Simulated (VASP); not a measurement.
Set up this calculation in VASP 6.6.1, as the native input.

| Item | Value |
| --- | --- |
| Task | single point |
| Functional | PBE |
| Potentials or basis | VASP PAW PBE potentials, release 64 (V_sv) |
| Cutoff | 520 eV |
| k mesh | 14 × 14 × 14 |
| Occupations | fermi-dirac, width 0.08 eV |
| Spin | no spin polarisation |
| Dipole correction | no |
| Further INCAR settings | ALGO = Normal; EDIFF = 1e-06; NBANDS = 20 |

The structure of V lies in POSCAR:

```
V
1.0
    0.0000000000      2.6533235747      2.6533235747
    2.6533235747      0.0000000000      2.6533235747
    2.6533235747      2.6533235747      0.0000000000
V
2
Direct
   -0.1250000000     -0.1250000000     -0.1250000000
    0.1250000000      0.1250000000      0.1250000000
```

This isn't the form of V at room conditions, which is bcc.

The input as run:

INCAR

```
PREC     = Accurate       # precision mode
ENCUT    = 520            # plane-wave cutoff, eV
EDIFF    = 1E-6           # SCF threshold, eV
ISMEAR   = -1             # smearing method
SIGMA    = 0.08           # smearing width, eV
LREAL    = F              # projectors in reciprocal space
LASPH    = T              # aspherical terms in the spheres
NELM     = 80             # most SCF steps
ALGO     = Normal         # electronic algorithm
ISIF     = 2              # what is computed and relaxed
LWAVE    = F              # write WAVECAR
LCHARG   = F              # write CHGCAR
GGA      = PE             # functional
NBANDS   = 20             # bands
```

KPOINTS

```
Automatic mesh
0
Gamma
  14 14 14
```

Potentials or basis: VASP PAW PBE potentials, release 64 (V_sv).

Command:

```sh
$ cat potpaw_PBE.64/V_sv/POTCAR > POTCAR
$ mpirun -np 1 vasp_std > vasp.out
```

It gave:

```
Pressure               : 0.4 GPa
Band gap on the k mesh : zero (bands 13 and 14 overlap by 0.94 eV)
```

Wall time 86 s on 1 thread of Intel Xeon 8259CL, with other jobs on the host, peak memory 0.19 GiB.
